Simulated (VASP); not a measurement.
Set up this calculation in VASP 6.6.1, as the native input.

| Property | Result |
| --- | --- |
| Task | single point |
| Functional | r2SCAN |
| Potentials or basis | VASP PAW PBE potentials, release 64 (Be, S) |
| Cutoff | 520 eV |
| k mesh | 8 × 8 × 8 |
| Occupations | gaussian, width 0.01 eV |
| Spin | no spin polarisation |
| Dipole correction | no |
| Further INCAR settings | ALGO = Normal; EDIFF = 1e-06; NBANDS = 11 |

The system is BeS.

```
Be S
1.0
     2.45147    2.45147    0.00000
    -2.45147    2.45147    0.00000
     0.00000    2.45147    2.45147
Be S
1 1
Cartesian
  0.0000 0.0000 0.0000
  1.2257 3.6772 1.2257
```

One way to write it, as run:

POSCAR

```
BeS
1.0
    2.4514719053      2.4514719053      0.0000000000
   -2.4514719053      2.4514719053      0.0000000000
    0.0000000000      2.4514719053      2.4514719053
Be S
1 1
Direct
    0.0000000000      0.0000000000      0.0000000000
    0.7500000000      0.2500000000      0.5000000000
```

INCAR.step1

```
  PREC = Accurate
  ENCUT = 520
  ISMEAR = 0
  SIGMA = 0.01
  LREAL = False
  LASPH = True
  NELM = 80
  NBANDS = 11
  GGA = PE
  ALGO = Normal
  EDIFF = 1E-4
  LWAVE = True
  LCHARG = False
```

INCAR.step2

```
  PREC = Accurate
  ENCUT = 520
  EDIFF = 1E-6
  ISMEAR = 0
  SIGMA = 0.01
  LREAL = False
  LASPH = True
  NELM = 80
  ALGO = Normal
  ISIF = 2
  LWAVE = False
  LCHARG = False
  METAGGA = R2SCAN
  LMIXTAU = True
  NBANDS = 11
  ISTART = 1
```

KPOINTS

```
regular mesh
0
Gamma
  8 8 8
```

Potentials or basis: VASP PAW PBE potentials, release 64 (Be, S).

Run with:

```bash
$ cat potpaw_PBE.64/Be/POTCAR potpaw_PBE.64/S/POTCAR > POTCAR
$ cp INCAR.step1 INCAR
$ mpirun -np 1 vasp_std > vasp.out
$ cp INCAR.step2 INCAR
$ mpirun -np 1 vasp_std > vasp.out
```

It gave:

```yaml
Pressure: -1.7 GPa
Band_gap_on_the_k_mesh: 3.64 eV (least direct gap 6.24 eV)
```

Caveat: the PAW data sets were made with another functional, which shifts forces and pressure a little.

It took 70 s on 1 thread of Intel Xeon 8259CL, on a shared host, peak memory 0.16 GiB.
